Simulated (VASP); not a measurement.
Here is a VASP 6.6.1 calculation.

INCAR

```
SYSTEM = SrLi3Y3Al9
ALGO = Normal
EDIFF = 1E-6
ENCUT = 650
GGA = PE
GGA_COMPAT = .FALSE.
ISIF = 2
ISMEAR = -1
ISYM = -1
LASPH = .TRUE.
LCHARG = .FALSE.
LREAL = Auto
LWAVE = .FALSE.
NBANDS = 54
NELM = 120
PREC = Accurate
SIGMA = 0.1267
```

Contents of KPOINTS:

```
explicit points
1
Reciprocal
  0.25000000   0.25000000   0.25000000 1
```

File POSCAR:

```
SrLi3Y3Al9
1.0
    7.2183580000      0.0114960000      0.0489650000
    0.0114960000      7.1617070000      0.0039830000
    0.0489650000      0.0039830000      7.5063760000
Al Y Li Sr
9 3 3 1
Direct
    0.5236822266      0.7453740703      0.1255466120
    0.9710675315      0.5555507946      0.7101665197
    1.0300581866      0.3973470488      0.0954834354
    0.3859936905      0.0485671068      0.5511493664
    0.5698201382      0.0716495116      0.9059851754
    0.6221651714      0.5240180531      0.5816796972
    0.4207357779      0.6637593752      0.7820883099
    0.7595525581      0.8586013771      0.6552074796
    0.7113307720      0.5102397415      0.9477813800
    0.4094536635      0.3358737264      0.2037918586
    0.1632371999      0.7256193312      0.3884965193
    0.9426345952      0.2394117880      0.4713519973
    0.6855937808      0.9222830725      0.3257037014
    0.2855602274      0.3327223747      0.7883604965
    0.8002278692      0.5596910920      0.2651189592
    0.0801168556      0.8991000231     -0.0160563549
```

Potentials or basis: VASP PAW PBE potentials, release 64 (Al, Y_sv, Li_sv, Sr_sv).

Launch:

```console
$ cat potpaw_PBE.64/Al/POTCAR potpaw_PBE.64/Y_sv/POTCAR potpaw_PBE.64/Li_sv/POTCAR potpaw_PBE.64/Sr_sv/POTCAR > POTCAR
$ mpirun -np 1 vasp_std > vasp.out
```

(1) Estimate the pressure.

(2) What does it give for the band gap on the k mesh?

Answers

(1) -0.5 GPa.

(2) zero (an odd number of electrons rules out a gap without spin polarisation).

Caveat: the atoms stand as in a frame of molecular dynamics.
